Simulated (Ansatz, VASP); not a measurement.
# Two plane-wave programs on ZnS

POSCAR

```
ZnS
1.0
   -2.7046500000     -2.7046500000      0.0000000000
    2.7046500000     -2.7046500000      0.0000000000
    0.0000000000      0.0000000000     13.8186000000
Zn S
4 4
Direct
    0.0000000000      0.0000000000      0.7339699753
    0.5000000000      0.5000000000      0.1467939951
    0.0000000000      0.0000000000      0.3425193218
    0.5000000000      0.5000000000      0.5382446485
    0.5000000000      0.0000000000      0.2446566584
    0.0000000000      0.5000000000      0.4403819852
    0.5000000000      0.0000000000      0.6361073119
    0.0000000000      0.5000000000      0.0489313317
```

Contents of INCAR.step1:

```
PREC     = Accurate       # precision mode
ENCUT    = 520            # plane-wave cutoff, eV
ISMEAR   = 0              # smearing method
SIGMA    = 0.05           # smearing width, eV
LREAL    = False          # projectors in reciprocal space
LASPH    = True           # aspherical terms in the spheres
NELM     = 80             # most SCF steps
NBANDS   = 46             # bands
GGA      = PE             # functional
ALGO     = Normal         # electronic algorithm
EDIFF    = 1E-4           # SCF threshold, eV
LWAVE    = True           # write WAVECAR
LCHARG   = False          # write CHGCAR
```

File INCAR.step2:

```
PREC     = Accurate       # precision mode
ENCUT    = 520            # plane-wave cutoff, eV
EDIFF    = 1E-6           # SCF threshold, eV
ISMEAR   = 0              # smearing method
SIGMA    = 0.05           # smearing width, eV
LREAL    = False          # projectors in reciprocal space
LASPH    = True           # aspherical terms in the spheres
NELM     = 80             # most SCF steps
ALGO     = Normal         # electronic algorithm
ISIF     = 2              # what is computed and relaxed
LWAVE    = False          # write WAVECAR
LCHARG   = False          # write CHGCAR
METAGGA  = R2SCAN         # meta-GGA
LMIXTAU  = True         
NBANDS   = 46             # bands
ISTART   = 1
```

KPOINTS

```
Automatic mesh
0
Gamma
  6 6 2
```

Input for Ansatz:

```yaml
crystal:
  lattice:
    - [-2.70465, -2.70465, 0.0]
    - [2.70465, -2.70465, 0.0]
    - [0.0, 0.0, 13.8186]
  atoms:
    - { symbol: Zn, position: [0.0, 0.0, 0.7339699753] }
    - { symbol: Zn, position: [0.5, 0.5, 0.1467939951] }
    - { symbol: Zn, position: [0.0, 0.0, 0.3425193218] }
    - { symbol: Zn, position: [0.5, 0.5, 0.5382446485] }
    - { symbol: S, position: [0.5, 0.0, 0.2446566584] }
    - { symbol: S, position: [0.0, 0.5, 0.4403819852] }
    - { symbol: S, position: [0.5, 0.0, 0.6361073119] }
    - { symbol: S, position: [0.0, 0.5, 0.0489313317] }
basis:
  ecutwfc: 500
kpoints:
  mp_grid: { grid: [6, 6, 2] }
hamiltonian:
  xc: r2scan
scf:
  occupations: { method: gaussian, width: 0.05 }
output:
  forces: true
  stress: true
  eigenvalues: true
  write_density: true
  write_potential: true
  elf: true
  volumetric_format: npy
```

Alike in both runs: task single point; functional r2SCAN; k mesh 6 × 6 × 2; occupations gaussian, width 0.05 eV; no spin polarisation.

```csv
,VASP,Ansatz
version,VASP 6.6.1,Ansatz 0.2.0
potentials or method,"VASP PAW PBE potentials, release 64 (Zn, S), cutoff 520 eV","scalar-relativistic, plane waves, PAW"
valence electrons in the cell,72,72
```

|  | VASP | Ansatz | Ansatz less VASP |
| --- | --- | --- | --- |
| gap on the k mesh at the Fermi level (eV) | none | none | - |
| pressure (GPa) | -1.5 | -1.6 | -0.05 |
| traceless stress, the component that is largest in VASP (GPa) | -0.43 | -0.44 | -0.010 |
| rms of the force components (eV/Å) | 0.343 | 0.342 | -0.0003 |

VASP's potentials were made for PBE, not for r2SCAN. Atom by atom the forces differ by 0.009 eV/Å (rms over components). A gap of «none» marks a metal or a gap that the smearing closes.
